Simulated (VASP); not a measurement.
# Sb (P4/mmm) in VASP: notebook

The runs below take Sb through single point, with PBEsol.

Program: VASP 6.6.1. These are calculated values, not measurements. Logs are shortened: lines on timing, memory, paths and dates and some standing lists are left out, and cuts for length are marked.

## Step 1: The cell of the first run

The structure is tetragonal, space group P4/mmm (No. 123). The conventional cell has a = 2.907 Å, b = 2.907 Å, c = 3.413 Å, α = 90.00°, β = 90.00°, γ = 90.00°. Within 3.8 Å of Sb (site symmetry 4/mmm) lie 6 Sb at 2.91 to 3.41 Å.

## Step 2: Single point, PBEsol (strain -0.080 along x and y, +0.080 along z)

INCAR reads:

```
PREC = Accurate
ENCUT = 520
EDIFF = 1E-6
ISMEAR = 0
SIGMA = 0.15
LREAL = F
LASPH = T
NELM = 80
ALGO = Normal
ISIF = 2
LWAVE = F
LCHARG = F
GGA = PS
NBANDS = 8
```

KPOINTS reads:

```
regular mesh
0
Gamma
  16 16 16
```

POSCAR reads:

```
Sb
1.0
    2.9072000000      0.0000000000      0.0000000000
    0.0000000000      2.9072000000      0.0000000000
    0.0000000000      0.0000000000      3.4128000000
Sb
1
Direct
    0.0000000000      0.0000000000      0.0000000000
```

Potentials or basis: VASP PAW PBE potentials, release 64 (Sb).

The run is started by

```
> cat potpaw_PBE.64/Sb/POTCAR > POTCAR
> mpirun -np 1 vasp_std > vasp.out
```

OUTCAR:

```text
PREC = Accurate
   ENCUT = 520
   EDIFF = 1E-6
   ISMEAR = 0
   LREAL = F
   LASPH = T
   NELM = 80
   ISIF = 2
   GGA = PS

 ion  position               nearest neighbor table
   1  0.000  0.000  0.000-

  LATTYP: Found a simple tetragonal cell.
 ALAT       =     2.9072000000
 C/A-ratio  =     1.1739130435

  Lattice vectors:

 A1 = (   2.9072000000,   0.0000000000,   0.0000000000)
 A2 = (   0.0000000000,   2.9072000000,   0.0000000000)
 A3 = (   0.0000000000,   0.0000000000,   3.4128000000)

Analysis of symmetry for initial positions (statically):
=====================================================================
 Subroutine PRICEL returns:
 Original cell was already a primitive cell.

 Routine SETGRP: Setting up the symmetry group for a
 simple tetragonal supercell.

 Subroutine GETGRP returns: Found 16 space group operations
 (whereof 16 operations were pure point group operations)
 out of a pool of 16 trial point group operations.

The static configuration has the point symmetry D_4h.

Analysis of symmetry for dynamics (positions and initial velocities):
=====================================================================
 Subroutine PRICEL returns:
 Original cell was already a primitive cell.

 Routine SETGRP: Setting up the symmetry group for a
 simple tetragonal supercell.

 Subroutine GETGRP returns: Found 16 space group operations
 (whereof 16 operations were pure point group operations)
 out of a pool of 16 trial point group operations.

The dynamic configuration has the point symmetry D_4h.

 Subroutine INISYM returns: Found 16 space group operations
 (whereof 16 operations are pure point group operations),
 and found     1 'primitive' translations

----------------------------------------------------------------------------------------

                                     Primitive cell

  volume of cell :      28.8443

  direct lattice vectors                    reciprocal lattice vectors
     2.907200000  0.000000000  0.000000000     0.343973583  0.000000000  0.000000000
     0.000000000  2.907200000  0.000000000     0.000000000  0.343973583  0.000000000
     0.000000000  0.000000000  3.412800000     0.000000000  0.000000000  0.293014534

  length of vectors
     2.907200000  2.907200000  3.412800000     0.343973583  0.343973583  0.293014534

  position of ions in fractional coordinates (direct lattice)
     0.000000000  0.000000000  0.000000000

  ion indices of the primitive-cell ions
   primitive index   ion index
                 1           1

----------------------------------------------------------------------------------------

 KPOINTS: regular mesh

Automatic generation of k-mesh.
 Grid dimensions read from file:
 generate k-points for:   16   16   16

 Generating k-lattice:

  Cartesian coordinates                     Fractional coordinates (reciprocal lattice)
     0.021498349  0.000000000  0.000000000     0.062500000  0.000000000  0.000000000
     0.000000000  0.021498349  0.000000000     0.000000000  0.062500000  0.000000000
     0.000000000  0.000000000  0.018313408     0.000000000  0.000000000  0.062500000

  Length of vectors
     0.021498349  0.021498349  0.018313408

  Shift w.r.t. Gamma in fractional coordinates (k-lattice)
     0.000000000  0.000000000  0.000000000

 Subroutine IBZKPT returns following result:
 ===========================================

 Found    405 irreducible k-points:

 Following reciprocal coordinates:
            Coordinates               Weight
  0.000000  0.000000  0.000000      1.000000
  0.062500  0.000000  0.000000      4.000000
  0.125000  0.000000  0.000000      4.000000
  0.187500  0.000000  0.000000      4.000000
  0.250000  0.000000  0.000000      4.000000
  0.312500  0.000000  0.000000      4.000000
[... 16 lines left out ...]
  0.437500  0.125000  0.000000      8.000000
  0.500000  0.125000  0.000000      4.000000
 [... further k-points ...]
   k-points           NKPTS =    405   k-points in BZ     NKDIM =    405   number of bands    NBANDS=      8
   number of dos      NEDOS =    301   number of ions     NIONS =      1
   total plane-waves  NPLWV =  16128
   dimension x,y,z NGX =    24 NGY =   24 NGZ =   28
   dimension x,y,z NGXF=    48 NGYF=   48 NGZF=   56
   ions per type =               1
   NGX,Y,Z   is equivalent  to a cutoff of  13.72, 13.72, 13.64 a.u.
   NGXF,Y,Z  is equivalent  to a cutoff of  27.45, 27.45, 27.28 a.u.
 SYSTEM =  unknown system
   PREC   = accura    normal or accurate (medium, high low for compatibility)
   ISTART =      0    job   : 0-new  1-cont  2-samecut
   ICHARG =      2    charge: 1-file 2-atom 10-const
   ISPIN  =      1    spin polarized calculation?
   LNONCOLLINEAR =      F non collinear calculations
   LSORBIT =      F    spin-orbit coupling
   LASPH  =      T    aspherical Exc in radial PAW
   ENCUT  =  520.0 eV  38.22 Ry    6.18 a.u.   5.41  5.41  6.35*2*pi/ulx,y,z
   NELM   =     80;   NELMIN=  2; NELMDL= -5     # of ELM steps
   EDIFF  = 0.1E-05   stopping-criterion for ELM
   LREAL  =      F    real-space projection
   EDIFFG = 0.1E-04   stopping-criterion for IOM
   NSW    =      0    number of steps for IOM
   IBRION =     -1    ionic relax: 0-MD 1-quasi-New 2-CG
   NFREE  =      0    steps in history (QN), initial steepest desc. (CG)
   ISIF   =      2    stress and relaxation
   ISYM   =      2    0-nonsym 1-usesym 2-fastsym
   POTIM  = 0.5000    time-step for ionic-motion
   TEBEG  =    0.0;   TEEND  =   0.0 temperature during run
   PSTRESS=    0.0 pullay stress
   NELECT =       5.0000    total number of electrons
   NUPDOWN=      -1.0000    fix difference up-down
   EMIN   =  10.00;   EMAX   =-10.00  energy-range for DOS
   EFERMI =   0.00;   METHOD = LEGACY
   ISMEAR =     0;   SIGMA  =   0.15  broadening in eV -4-tet -1-fermi 0-gaus
   EFERMI_NEDOS =   21; number of points for ismear=-14 and -15
   IALGO  =     38    algorithm
   IMIX   =      4    mixing-type and parameters
     AMIX     =   0.40;   BMIX     =  1.00
     AMIX_MAG =   1.60;   BMIX_MAG =  1.00
  volume/ion in A,a.u.               =      28.84       194.65
  Fermi-wavevector in a.u.,A,eV,Ry     =   0.912805  1.724951 11.336547  0.833213
  Thomas-Fermi vector in A             =   2.037243
   LORBIT       =      0    0 simple, 1 ext, 2 COOP (PROOUT), +10 PAW based schemes
   GGA     = PS    functional components
   LHFCALC =     F    Hartree Fock is set to
   AEXX    =    0.0000 exact exchange contribution
   IVDW    =     0    specifies the selected vdW correction
   LEPSILON=     F    determine dielectric tensor
   LRPA    =     F    only Hartree local field effects (RPA)
 non-spin polarized calculation
 Gauss-broadening in eV      SIGMA  =   0.15
  energy-cutoff  :      520.00
  volume of cell :       28.84
 maximum number of plane-waves:       797
 NGX is ok and might be reduce to    24
   NGX = 11   NGY = 11   NGZ = 13

 number of electron       4.9999999 magnetization

 Free energy of the ion-electron system (eV)
  ---------------------------------------------------
  ext. energy  EPLUGINS =         0.00000000
  ---------------------------------------------------
  free energy    TOTEN  =        -4.36183704 eV

  energy without entropy =       -4.35622371  energy(sigma->0) =       -4.35903037

 E-fermi :   7.3871     XC(G=0):  -9.8668

 val. band max:        7.3733120180   @ k =   0.5000   0.1250   0.2500
 cond. band min:       7.3914030750   @ k =   0.5000   0.3125   0.1250
 fundamental gap:      0.0180910569
 Fermi energy:         7.3870794394

 k-point     1 :       0.0000    0.0000    0.0000
  band No.  band energies     occupation
      1      -5.4604      2.00000
      2       7.9824      0.00000
      3      12.2504      0.00000
      4      12.2528      0.00000
      5      12.2528      0.00000
      6      15.4750      0.00000
      7      17.2211      0.00000
      8      24.8082      0.00000

 k-point     2 :       0.0625    0.0000    0.0000
  band No.  band energies     occupation
      1      -5.3912      2.00000
      2       8.0526      0.00000
      3      11.2870      0.00000
      4      12.3257      0.00000
      5      12.3269      0.00000
      6      15.9383      0.00000
      7      17.8050      0.00000
      8      23.7481      0.00000

 k-point     3 :       0.1250    0.0000    0.0000
  band No.  band energies     occupation
      1      -5.1841      2.00000
      2       8.2602      0.00000
      3       9.5451      0.00000
      4      12.4998      0.00000
      5      12.5457      0.00000
      6      16.3475      0.00000
      7      19.4142      0.00000
      8      22.3885      0.00000

 k-point     4 :       0.1875    0.0000    0.0000
  band No.  band energies     occupation
      1      -4.8410      2.00000
      2       7.7112      0.00224
      3       8.5947      0.00000
      4      12.7902      0.00000
      5      12.8983      0.00000
      6      16.6532      0.00000
      7      21.0232      0.00000
      8      21.2520      0.00000

 k-point     5 :       0.2500    0.0000    0.0000
  band No.  band energies     occupation
      1      -4.3670      2.00000
      2       5.9459      2.00000
      3       9.0365      0.00000
      4      13.1977      0.00000
      5      13.3640      0.00000
      6      16.9878      0.00000
      7      19.7130      0.00000
      8      21.2274      0.00000
[... 177 lines left out ...]
 k-point    22 :       0.3750    0.1250    0.0000
  band No.  band energies     occupation
      1      -2.8253      2.00000
      2       3.1502      2.00000
      3      10.3577      0.00000
      4      11.7804      0.00000
      5      14.6189      0.00000
      6      17.5857      0.00000
      7      17.7025      0.00000
      8      18.5860      0.00000

 k-point    23 :       0.4375    0.1250    0.0000
  band No.  band energies     occupation
      1      -2.1788      2.00000
      2       2.0446      2.00000
      3      10.7811      0.00000
      4      12.2927      0.00000
      5      15.3530      0.00000
      6      16.7475      0.00000
      7      16.9807      0.00000
      8      17.5545      0.00000

 k-point    24 :       0.5000    0.1250    0.0000
  band No.  band energies     occupation
      1      -1.8660      2.00000
      2       1.5779      2.00000
      3      10.9508      0.00000
      4      12.5162      0.00000
      5      15.9919      0.00000
      6      16.2349      0.00000
      7      16.7113      0.00000
      8      16.9874      0.00000

 [... further k-points ...]
[... 5 lines left out ...]
  --------------------------------------------------------------------------------------
  -------------------------------------------------------------------------------------
  Total        1.5176787      1.5176787     -1.4738472      0.0000000      0.0000000      0.0000000
  in kB       84.3004228     84.3004228    -81.8657779      0.0000000      0.0000000      0.0000000
  external PRESSURE =      28.9116893 kB  Pullay stress =       0.0000000 kB

 VOLUME and BASIS-vectors are now :
 -----------------------------------------------------------------------------
  energy-cutoff  :      520.00
  volume of cell :       28.84
      direct lattice vectors                 reciprocal lattice vectors
     2.907200000  0.000000000  0.000000000     0.343973583  0.000000000  0.000000000
     0.000000000  2.907200000  0.000000000     0.000000000  0.343973583  0.000000000
     0.000000000  0.000000000  3.412800000     0.000000000  0.000000000  0.293014534

 POSITION                                       TOTAL-FORCE (eV/Angst)
 -----------------------------------------------------------------------------------
      0.00000      0.00000      0.00000         0.000000      0.000000      0.000000
 -----------------------------------------------------------------------------------
    total drift:                               -0.000000      0.000000      0.000000

  FREE ENERGIE OF THE ION-ELECTRON SYSTEM (eV)
  ---------------------------------------------------
  free  energy   TOTEN  =        -4.3618370391 eV

  energy  without entropy=       -4.3562237085  energy(sigma->0) =       -4.35903037
```

Wall time 23 s (1 thread of Intel Xeon 6975P-C (Granite Rapids), shared host); peak memory 0.21 GiB.

What came out:

```
Free energy : -4.3618 eV
Pressure    : 2.9 GPa
```

Stress tensor (GPa, compression positive):
```
 8.43  0.00  0.00
 0.00  8.43  0.00
 0.00  0.00 -8.19
```

Levels at points of the mesh, in eV from the Fermi level:
| k point | band 1 | band 2 | band 3 | band 4 | band 5 | band 6 |
| --- | --- | --- | --- | --- | --- | --- |
| (0.00, 0.00, 0.00) | -12.85 | 0.60 | 4.86 | 4.87 | 4.87 | 8.09 |
| (0.50, 0.00, 0.00) | -9.53 | -6.07 | 3.27 | 7.71 | 8.34 | 8.89 |
| (0.50, 0.50, 0.00) | -5.86 | -3.47 | -3.47 | 2.27 | 6.03 | 11.76 |
| (0.00, 0.00, 0.50) | -11.48 | -5.60 | 6.03 | 6.03 | 9.30 | 12.15 |
| (0.50, 0.00, 0.50) | -8.05 | -4.89 | -2.76 | 2.01 | 8.93 | 13.40 |
| (0.50, 0.50, 0.50) | -4.12 | -2.40 | -2.40 | -0.03 | 4.01 | 5.36 |

Caveat: the cell differs from its parent crystal (strain -0.080 along x and y, +0.080 along z); the PAW data sets were made with another functional, which shifts forces and pressure a little; spin-orbit coupling is left out, which moves the levels of the heavy elements.

## Step 3: Single point, PBEsol (strain +0.000 along x and y, -0.080 along z)

INCAR reads:

```
PREC = Accurate ; ENCUT = 520
EDIFF = 1E-7 ; ISMEAR = 0
SIGMA = 0.15 ; LREAL = F
LASPH = T ; NELM = 60
ALGO = Normal ; ISIF = 2
LWAVE = F ; LCHARG = F
GGA = PS ; NBANDS = 8
```

KPOINTS is that of step 2.

POSCAR reads:

```
Sb
1.0
    3.1600000000      0.0000000000      0.0000000000
    0.0000000000      3.1600000000      0.0000000000
    0.0000000000      0.0000000000      2.9072000000
Sb
1
Direct
    0.0000000000      0.0000000000      0.0000000000
```

Potentials or basis: VASP PAW PBE potentials, release 64 (Sb).

The run is started by

```
> cat potpaw_PBE.64/Sb/POTCAR > POTCAR
> mpirun -np 1 vasp_std > vasp.out
```

Run time: 18 s. Hardware: 1 thread of Intel Xeon 6975P-C (Granite Rapids), shared host; peak memory 0.2 GiB.

Results (log left out):

```
Free energy : -4.4828 eV
Pressure    : 0.3 GPa
```

Stress tensor (GPa, compression positive):
```
-3.71  0.00  0.00
 0.00 -3.71  0.00
 0.00  0.00  8.19
```

Levels at points of the mesh, in eV from the Fermi level:
```tsv
k point	band 1	band 2	band 3	band 4	band 5	band 6	band 7
(0.00, 0.00, 0.00)	-12.64	2.54	2.54	5.07	6.44	6.70	9.30
(0.50, 0.00, 0.00)	-10.47	-5.72	4.32	6.92	8.81	10.39	10.87
(0.50, 0.50, 0.00)	-8.21	-3.81	-3.81	1.91	8.81	13.64	14.36
(0.00, 0.00, 0.50)	-9.30	-5.93	5.29	5.29	9.22	9.84	10.89
(0.50, 0.00, 0.50)	-6.93	-4.15	-2.97	2.15	7.13	12.46	12.64
(0.50, 0.50, 0.50)	-4.30	-2.49	-1.19	-1.19	4.62	4.62	5.28
```

Caveat: the cell differs from its parent crystal (strain +0.000 along x and y, -0.080 along z); the PAW data sets were made with another functional, which shifts forces and pressure a little; spin-orbit coupling is left out, which moves the levels of the heavy elements.

## Step 4: Single point, PBEsol (strain -0.040 along x and y, +0.040 along z)

INCAR reads:

```
SYSTEM = Sb
PREC = Accurate
ENCUT = 520
EDIFF = 1E-6
ISMEAR = 0
SIGMA = 0.15
LREAL = .False.
LASPH = .True.
NELM = 80
ALGO = Normal
ISIF = 2
LWAVE = .False.
LCHARG = .False.
GGA = PS
NBANDS = 8
```

KPOINTS reads:

```
Automatic mesh
0
Gamma
  16 16 16
  0 0 0
```

POSCAR reads:

```
Sb
1.0
    3.0336000000      0.0000000000      0.0000000000
    0.0000000000      3.0336000000      0.0000000000
    0.0000000000      0.0000000000      3.2864000000
Sb
1
Direct
    0.0000000000      0.0000000000      0.0000000000
```

The run is started by

```
> cat potpaw_PBE.64/Sb/POTCAR > POTCAR
> mpirun -np 1 vasp_std > vasp.out
```

It took 17 s on 1 thread of Intel Xeon 6975P-C (Granite Rapids), shared host; peak memory 0.21 GiB.

Results (log left out):

- Free energy: -4.4799 eV
- Pressure: -2.1 GPa

Stress tensor (GPa, compression positive):
```
 0.55  0.00  0.00
 0.00  0.55  0.00
 0.00  0.00 -7.45
```

Levels at points of the mesh, in eV from the Fermi level:
```
           k point  band 1  band 2  band 3  band 4  band 5  band 6  band 7  band 8
(0.00, 0.00, 0.00)  -12.35    1.83    3.95    3.95    5.93    7.45    8.64   17.34
(0.50, 0.00, 0.00)   -9.63   -5.61    4.05    6.23    8.73    9.70   10.15   11.70
(0.50, 0.50, 0.00)   -6.69   -3.37   -3.37    2.28    6.30   12.37   12.37   12.39
(0.00, 0.00, 0.50)  -10.59   -5.38    5.42    5.42    9.03   11.28   11.56   12.00
(0.50, 0.00, 0.50)   -7.76   -4.08   -3.02    2.13    7.72   13.02   13.20   13.48
(0.50, 0.50, 0.50)   -4.58   -1.97   -1.97   -0.79    4.42    5.08    5.08    6.89
```

Caveat: the cell differs from its parent crystal (strain -0.040 along x and y, +0.040 along z); the PAW data sets were made with another functional, which shifts forces and pressure a little; spin-orbit coupling is left out, which moves the levels of the heavy elements.

## Step 5: Overview

```tsv
cell	gap on the mesh (eV)	pressure (GPa)
a = 2.907, b = 2.907, c = 3.413 Å, 1 atom	none	2.9
a = 3.160, b = 3.160, c = 2.907 Å, 1 atom	none	0.3
a = 3.034, b = 3.034, c = 3.286 Å, 1 atom	none	-2.1
```

Alike in all rows: task single point; level PBEsol; potentials or basis VASP PAW PBE potentials, release 64 (Sb); no spin polarisation; k mesh 16 × 16 × 16; cutoff (eV) 520; smearing gaussian 0.15 eV.

Caveats: the PAW data sets were made with another functional, which shifts forces and pressure a little; spin-orbit coupling is left out, which moves the levels of the heavy elements.

Total energies depend on the potentials used, so only differences within one code and one set of settings carry meaning.
